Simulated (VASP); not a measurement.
# Al in VASP: single point with PBE+D3(BJ)

Aim: the single point of Al with PBE+D3(BJ).

All numbers are computed with VASP 6.6.1; they aren't measurements. Logs are shortened: lines on timing, memory, paths and dates and some standing lists are left out, and cuts for length are marked.

### Step 1. The cell of the first run

The cell holds a slab with vacuum, 18 atoms: a = 5.630 Å, b = 9.661 Å, c = 22.104 Å, α = 90.00°, β = 90.00°, γ = 98.38°.

### Step 2. Single point, PBE+D3(BJ)

INCAR

```
SYSTEM = Al
PREC = Accurate
ENCUT = 400
EDIFF = 1E-6
ISMEAR = 0
SIGMA = 0.1
LREAL = .False.
LASPH = .True.
NELM = 120
ALGO = Normal
ISIF = 2
LWAVE = .False.
LCHARG = .False.
LDIPOL = .True.
IDIPOL = 3
DIPOL = 0.5 0.5 0.290
GGA = PE
IVDW = 12
NBANDS = 42
GGA_COMPAT = .False.
NELMDL = -8
```

KPOINTS

```
regular mesh
0
Gamma
  5 3 1
  0 0 0
```

POSCAR

```
Al
1.0
    5.6295564808      0.0000000000      0.0000000000
   -1.4073891202      9.5578778908      0.0000000000
    0.0000000000      0.0000000000     22.1042805494
Al
18
Direct
    0.2662617278      0.0650469111      0.1809604249
    0.7662617278      0.0650469111      0.1809604249
    0.3355374477      0.3421497907      0.2253910170
    0.8355374477      0.3421497907      0.2253910170
    0.1493925917      0.5975703667      0.2342771354
    0.6493925917      0.5975703667      0.2342771354
    0.4632477356      0.8529909426      0.2431632539
    0.9632477357      0.8529909426      0.2431632539
    0.0317418082      0.1259746106      0.2895407011
    0.5317418082      0.1259746106      0.2895407011
    0.0992864967      0.3978275838      0.3397800048
    0.5992864967      0.3978275838      0.3397800048
    0.4111916628      0.6531641993      0.3465074574
    0.9111916628      0.6531641993      0.3465074574
    0.2244214622      0.9056957507      0.3547003707
    0.7244214622      0.9056957507      0.3547003707
    0.2954379713      0.1744826116      0.3983065873
    0.7954379713      0.1744826116      0.3983065873
```

Potentials or basis: VASP PAW PBE potentials, release 64 (Al).

Launch:

```console
$ cat potpaw_PBE.64/Al/POTCAR > POTCAR
$ mpirun -np 1 vasp_std > vasp.out
```

OUTCAR:

```text
SYSTEM = Al
   PREC = Accurate
   ENCUT = 400
   EDIFF = 1E-6
   ISMEAR = 0
   LREAL = .False.
   LASPH = .True.
   NELM = 120
   ISIF = 2
   GGA = PE
   IVDW = 12
   NELMDL = -8
 IVDW          = 12

 ion  position               nearest neighbor table
   1  0.266  0.065  0.181-   2 2.81   2 2.81   3 2.82   7 2.82   8 2.82   9 2.84  10 2.84
   2  0.766  0.065  0.181-   1 2.81   1 2.81   4 2.82   8 2.82   7 2.82  10 2.84   9 2.84
   3  0.336  0.342  0.225-   4 2.81   4 2.81   1 2.82   5 2.82   6 2.82   9 2.87  10 2.87  12 2.94
                            11 2.94
   4  0.836  0.342  0.225-   3 2.81   3 2.81   2 2.82   6 2.82   5 2.82  10 2.87   9 2.87  11 2.94
                            12 2.94
   5  0.149  0.598  0.234-   6 2.81   6 2.81   7 2.82   8 2.82   3 2.82   4 2.82  13 2.90  14 2.91
                            11 3.01
   6  0.649  0.598  0.234-   5 2.81   5 2.81   8 2.82   7 2.82   4 2.82   3 2.82  14 2.90  13 2.91
                            12 3.01
   7  0.463  0.853  0.243-  10 2.80   8 2.81   8 2.81   1 2.82   5 2.82   2 2.82   6 2.82  16 2.88
                            15 2.89  13 2.98
   8  0.963  0.853  0.243-   9 2.80   7 2.81   7 2.81   1 2.82   2 2.82   5 2.82   6 2.82  15 2.88
                            16 2.89  14 2.98
   9  0.032  0.126  0.290-   8 2.80  10 2.81  10 2.81  18 2.82  11 2.83  17 2.83   1 2.84   2 2.84
                             3 2.87   4 2.87  15 2.91  16 2.92
  10  0.532  0.126  0.290-   7 2.80   9 2.81   9 2.81  17 2.82  12 2.83  18 2.83   2 2.84   1 2.84
                             4 2.87   3 2.87  16 2.91  15 2.92
  11  0.099  0.398  0.340-  12 2.81  12 2.81  13 2.82   9 2.83  14 2.83  18 2.86  17 2.87   4 2.94
                             3 2.94   5 3.01
  12  0.599  0.398  0.340-  11 2.81  11 2.81  14 2.82  10 2.83  13 2.83  17 2.86  18 2.87   3 2.94
                             4 2.94   6 3.01
  13  0.411  0.653  0.347-  15 2.80  16 2.80  14 2.81  14 2.81  11 2.82  12 2.83   5 2.90   6 2.91
                             7 2.98
  14  0.911  0.653  0.347-  16 2.80  15 2.80  13 2.81  13 2.81  12 2.82  11 2.83   6 2.90   5 2.91
                             8 2.98
  15  0.224  0.906  0.355-  17 2.74  13 2.80  14 2.80  16 2.81  16 2.81   8 2.88   7 2.89   9 2.91
                            10 2.92
  16  0.724  0.906  0.355-  18 2.74  14 2.80  13 2.80  15 2.81  15 2.81   7 2.88   8 2.89  10 2.91
                             9 2.92
  17  0.295  0.174  0.398-  15 2.74  18 2.81  18 2.81  10 2.82   9 2.83  12 2.86  11 2.87
  18  0.795  0.174  0.398-  16 2.74  17 2.81  17 2.81   9 2.82  10 2.83  11 2.86  12 2.87

  LATTYP: Found a simple monoclinic cell.
 ALAT       =     5.6295564808
 B/A-ratio  =     3.9264692742
 C/A-ratio  =     1.7161104371
 COS(beta)  =    -0.1456782702

  Lattice vectors:

 A1 = (   5.6295564808,   0.0000000000,   0.0000000000)
 A2 = (   0.0000000000,   0.0000000000, -22.1042805494)
 A3 = (  -1.4073891202,   9.5578778908,   0.0000000000)

Analysis of symmetry for initial positions (statically):
=====================================================================
 Subroutine PRICEL returns following result:

  LATTYP: Found a base centered orthorhombic cell.
 ALAT       =     2.8147782398
 B/A-ratio  =     6.7912120078
 C/A-ratio  =     7.8529385500

  Lattice vectors:

 A1 = (   1.4073891202,  -9.5578778908,   0.0000000000)
 A2 = (   1.4073891196,   9.5578778908,   0.0000000000)
 A3 = (   0.0000000000,   0.0000000000,  22.1042805494)

   2 primitive cells build up your supercell.

 Routine SETGRP: Setting up the symmetry group for a
 simple monoclinic supercell.

 Subroutine GETGRP returns: Found  1 space group operations
 (whereof  1 operations were pure point group operations)
 out of a pool of  4 trial point group operations.

The static configuration has the point symmetry C_1 .

Analysis of symmetry for dynamics (positions and initial velocities):
=====================================================================
 Subroutine PRICEL returns following result:

  LATTYP: Found a base centered orthorhombic cell.
 ALAT       =     2.8147782398
 B/A-ratio  =     6.7912120078
 C/A-ratio  =     7.8529385500

  Lattice vectors:

 A1 = (   1.4073891202,  -9.5578778908,   0.0000000000)
 A2 = (   1.4073891196,   9.5578778908,   0.0000000000)
 A3 = (   0.0000000000,   0.0000000000,  22.1042805494)

   2 primitive cells build up your supercell.

 Routine SETGRP: Setting up the symmetry group for a
 simple monoclinic supercell.

 Subroutine GETGRP returns: Found  1 space group operations
 (whereof  1 operations were pure point group operations)
 out of a pool of  4 trial point group operations.

The dynamic configuration has the point symmetry C_1 .

 Subroutine INISYM returns: Found  1 space group operations
 (whereof  1 operations are pure point group operations),
 and found     2 'primitive' translations

----------------------------------------------------------------------------------------

                                     Primitive cell

  volume of cell :     594.6782

  direct lattice vectors                    reciprocal lattice vectors
     1.407389120 -9.557877891  0.000000000     0.355267774 -0.052312868  0.000000000
     1.407389120  9.557877891  0.000000000     0.355267774  0.052312868  0.000000000
     0.000000000  0.000000000 22.104280549     0.000000000  0.000000000  0.045240106

  length of vectors
     9.660940633  9.660940633 22.104280549     0.359098632  0.359098632  0.045240106

  position of ions in fractional coordinates (direct lattice)
     0.467476545  0.532523456  0.180960425
     0.328925105  0.671074896  0.225391017
     0.701214817  0.298785183  0.234277135
     0.073504529  0.926495471  0.243163254
     0.937509006  0.063483616  0.289540701
     0.800745410  0.198572993  0.339780005
     0.169219126  0.822383326  0.346507457
     0.543147174  0.448842924  0.354700371
     0.416393331  0.590875943  0.398306587

  ion indices of the primitive-cell ions
   primitive index   ion index
                 1           1
                 2           3
                 3           5
                 4           7
                 5           9
                 6          11
                 7          13
                 8          15
                 9          17

----------------------------------------------------------------------------------------

 KPOINTS: regular mesh

Automatic generation of k-mesh.
 Grid dimensions read from file:
 generate k-points for:    5    3    1

 Generating k-lattice:

  Cartesian coordinates                     Fractional coordinates (reciprocal lattice)
     0.035526777  0.005231287  0.000000000     0.200000000  0.000000000  0.000000000
     0.000000000  0.034875245  0.000000000     0.000000000  0.333333333  0.000000000
     0.000000000  0.000000000  0.045240106     0.000000000  0.000000000  1.000000000

  Length of vectors
     0.035909863  0.034875245  0.045240106

  Shift w.r.t. Gamma in fractional coordinates (k-lattice)
     0.000000000  0.000000000  0.000000000

 Subroutine IBZKPT returns following result:
 ===========================================

 Found      8 irreducible k-points:

 Following reciprocal coordinates:
            Coordinates               Weight
  0.000000  0.000000  0.000000      1.000000
  0.200000  0.000000  0.000000      2.000000
  0.400000  0.000000  0.000000      2.000000
  0.000000  0.333333  0.000000      2.000000
  0.200000  0.333333  0.000000      2.000000
  0.400000  0.333333  0.000000      2.000000
 -0.400000  0.333333  0.000000      2.000000
 -0.200000  0.333333  0.000000      2.000000
   k-points           NKPTS =      8   k-points in BZ     NKDIM =      8   number of bands    NBANDS=     42
   number of dos      NEDOS =    301   number of ions     NIONS =     18
   total plane-waves  NPLWV = 368640
   dimension x,y,z NGX =    40 NGY =   64 NGZ =  144
   dimension x,y,z NGXF=    80 NGYF=  128 NGZF=  288
   ions per type =              18
   NGX,Y,Z   is equivalent  to a cutoff of  11.81, 11.01, 10.83 a.u.
   NGXF,Y,Z  is equivalent  to a cutoff of  23.62, 22.03, 21.66 a.u.
 SYSTEM =  Al
   PREC   = accura    normal or accurate (medium, high low for compatibility)
   ISTART =      0    job   : 0-new  1-cont  2-samecut
   ICHARG =      2    charge: 1-file 2-atom 10-const
   ISPIN  =      1    spin polarized calculation?
   LNONCOLLINEAR =      F non collinear calculations
   LSORBIT =      F    spin-orbit coupling
   LASPH  =      T    aspherical Exc in radial PAW
   ENCUT  =  400.0 eV  29.40 Ry    5.42 a.u.   9.18 15.75 36.05*2*pi/ulx,y,z
   NELM   =    120;   NELMIN=  2; NELMDL= -8     # of ELM steps
   EDIFF  = 0.1E-05   stopping-criterion for ELM
   LREAL  =      F    real-space projection
   EDIFFG = 0.1E-04   stopping-criterion for IOM
   NSW    =      0    number of steps for IOM
   IBRION =     -1    ionic relax: 0-MD 1-quasi-New 2-CG
   NFREE  =      0    steps in history (QN), initial steepest desc. (CG)
   ISIF   =      2    stress and relaxation
   ISYM   =      2    0-nonsym 1-usesym 2-fastsym
   POTIM  = 0.5000    time-step for ionic-motion
   TEBEG  =    0.0;   TEEND  =   0.0 temperature during run
   PSTRESS=    0.0 pullay stress
   NELECT =      54.0000    total number of electrons
   NUPDOWN=      -1.0000    fix difference up-down
   EMIN   =  10.00;   EMAX   =-10.00  energy-range for DOS
   EFERMI =   0.00;   METHOD = LEGACY
   ISMEAR =     0;   SIGMA  =   0.10  broadening in eV -4-tet -1-fermi 0-gaus
   EFERMI_NEDOS =   21; number of points for ismear=-14 and -15
   IALGO  =     38    algorithm
   IMIX   =      4    mixing-type and parameters
     AMIX     =   0.40;   BMIX     =  1.00
     AMIX_MAG =   1.60;   BMIX_MAG =  1.00
  volume/ion in A,a.u.               =      66.08       445.90
  Fermi-wavevector in a.u.,A,eV,Ry     =   0.584030  1.103657  4.640831  0.341091
  Thomas-Fermi vector in A             =   1.629565
   LORBIT       =      0    0 simple, 1 ext, 2 COOP (PROOUT), +10 PAW based schemes
   GGA     = PE    functional components
   LHFCALC =     F    Hartree Fock is set to
   AEXX    =    0.0000 exact exchange contribution
   IVDW    =    12    specifies the selected vdW correction
   LEPSILON=     F    determine dielectric tensor
   LRPA    =     F    only Hartree local field effects (RPA)
 non-spin polarized calculation
 Gauss-broadening in eV      SIGMA  =   0.10
  energy-cutoff  :      400.00
  volume of cell :     1189.36
 maximum number of plane-waves:     21642
 NGX is ok and might be reduce to    40
   NGX = 19   NGY = 31   NGZ = 73

 dipolmoment           0.000000      0.000000      0.000103 electrons x Angstroem

 number of electron      54.0000000 magnetization

 dipolmoment           0.000000      0.000000     -0.001070 electrons x Angstroem

 Free energy of the ion-electron system (eV)
  ---------------------------------------------------
  ext. energy  EPLUGINS =         0.00000000
  ---------------------------------------------------
  free energy    TOTEN  =       -61.53685761 eV

  energy without entropy =      -61.48579506  energy(sigma->0) =      -61.51132633

 E-fermi :  -1.0311     XC(G=0):  -3.4325

 val. band max:       -1.1262536639   @ k =  -0.2000   0.3333   0.0000
 cond. band min:      -1.0267637577   @ k =   0.4000   0.3333   0.0000
 fundamental gap:      0.0994899062
 Fermi energy:        -1.0311106373

 k-point     1 :       0.0000    0.0000    0.0000
  band No.  band energies     occupation
      1     -11.2952      2.00000
      2      -9.7113      2.00000
      3      -9.6117      2.00000
      4      -8.9907      2.00000
      5      -7.1619      2.00000
      6      -7.0946      2.00000
[... 31 lines left out ...]
     38       1.1041      0.00000
     39       1.1741      0.00000
[... 292 lines left out ...]
     38       1.1845      0.00000
     39       1.2815      0.00000
 [bands above 39 left out]

------------------------ aborting loop because EDIFF is reached ----------------------------------------

 vacuum level on the upper side and lower side of the slab       (xc-potential included)        -0.089        -0.090

 Edisp (eV)   -3.58519

 E8    (eV) :    -1.6907

  FORCE on cell =-STRESS in cart. coord.  units (eV):
  Direction    XX          YY          ZZ          XY          YZ          ZX
  --------------------------------------------------------------------------------------
  -------------------------------------------------------------------------------------
  Total     -11.52181   -11.87715    -0.09849     0.31295    -0.56946     0.00977
  in kB     -15.52098   -15.99966    -0.13268     0.42157    -0.76712     0.01316
  external pressure =      -10.55 kB  Pullay stress =        0.00 kB

 VOLUME and BASIS-vectors are now :
 -----------------------------------------------------------------------------
  energy-cutoff  :      400.00
  volume of cell :     1189.36
      direct lattice vectors                 reciprocal lattice vectors
     5.629556481  0.000000000  0.000000000     0.177633887  0.026156434  0.000000000
    -1.407389120  9.557877891  0.000000000     0.000000000  0.104625735  0.000000000
     0.000000000  0.000000000 22.104280549     0.000000000  0.000000000  0.045240106

 POSITION                                       TOTAL-FORCE (eV/Angst)
 -----------------------------------------------------------------------------------
      1.40739      0.62171      4.00000        -0.003139      0.205955      0.007848
      4.22217      0.62171      4.00000        -0.003139      0.205955      0.007848
      1.40739      3.27023      4.98211         0.003778      0.005379      0.058469
      4.22217      3.27023      4.98211         0.003778      0.005379      0.058469
      0.00000      5.71150      5.17853         0.004120     -0.076537      0.021379
      2.81478      5.71150      5.17853         0.004120     -0.076537      0.021379
[... 10 lines left out ...]
      1.41762      1.66768      8.80428        -0.000184     -0.003303      0.007166
      4.23240      1.66768      8.80428        -0.000184     -0.003303      0.007166
 -----------------------------------------------------------------------------------
    total drift:                               -0.000026     -0.000022     -0.000040

  FREE ENERGIE OF THE ION-ELECTRON SYSTEM (eV)
  ---------------------------------------------------
  free  energy   TOTEN  =       -65.1220499489 eV

  energy  without entropy=      -65.0709874040  energy(sigma->0) =      -65.09651868

 vacuum level on the upper side and lower side of the slab         3.031         3.031
```

Wall time 8.4 min (1 thread of Intel Xeon Platinum 8375C at 2.90GHz (Ice Lake), shared host); peak memory 0.79 GiB.

What came out:

```
Free energy                : -65.1220 eV
Largest force              : 0.206 eV/Å
Band gap on the k mesh     : zero (bands 27 and 28 overlap by 0.72 eV)
Dispersion energy per atom : -0.199 eV
```

Forces in eV/Å, atoms in the order of the input:
```
Al  -0.003  0.206  0.008
Al  -0.003  0.206  0.008
Al   0.004  0.005  0.058
Al   0.004  0.005  0.058
Al   0.004 -0.077  0.021
Al   0.004 -0.077  0.021
Al  -0.006 -0.127 -0.093
Al  -0.006 -0.127 -0.093
Al   0.001 -0.003  0.001
Al   0.001 -0.003  0.001
Al   0.001 -0.001 -0.003
Al   0.001 -0.001 -0.003
Al   0.002 -0.006  0.002
Al   0.002 -0.006  0.002
Al  -0.001  0.006 -0.003
Al  -0.001  0.006 -0.003
Al   0.000 -0.003  0.007
Al   0.000 -0.003  0.007
```

Levels at points of the mesh, in eV from the Fermi level:
| k point | band 24 | band 25 | band 26 | band 27 | band 28 | band 29 | band 30 | band 31 |
| --- | --- | --- | --- | --- | --- | --- | --- | --- |
| (0.00, 0.00, 0.00) | -1.10 | -1.01 | -0.92 | -0.60 | -0.53 | -0.26 | 0.06 | 0.82 |
